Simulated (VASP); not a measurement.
Input of a VASP 6.6.1 run:

File INCAR:

```
PREC = Accurate
ENCUT = 520
EDIFF = 1E-6
ISMEAR = 0
SIGMA = 0.1
LREAL = False
LASPH = True
NELM = 60
ALGO = Normal
ISIF = 2
LWAVE = False
LCHARG = False
GGA = PE
NBANDS = 18
```

KPOINTS

```
Automatic mesh
0
Gamma
  12 12 10
```

POSCAR

```
As
1.0
    1.8495650817     -5.7190732264      0.0000000000
    1.8495650817      5.7190732264      0.0000000000
    0.0000000000      0.0000000000      4.6915081222
As
4
Direct
    0.1055885749      0.8944114251      0.0694359236
    0.6055885749      0.3944114251      0.4305640764
    0.8944114251      0.1055885749      0.9305640764
    0.3944114251      0.6055885749      0.5694359236
```

Potentials or basis: VASP PAW PBE potentials, release 64 (As).

Run with:

```console
$ cat potpaw_PBE.64/As/POTCAR > POTCAR
$ mpirun -np 1 vasp_std > vasp.out
```

Problem. Estimate the largest force.

Solution. 0.056 eV/Å.

Problem. What does it give for the pressure?

Solution. 0.3 GPa.

Forces on the atoms (eV/Å):
```
As   0.000 -0.041 -0.038
As   0.000 -0.041  0.038
As   0.000  0.041  0.038
As   0.000  0.041 -0.038
```
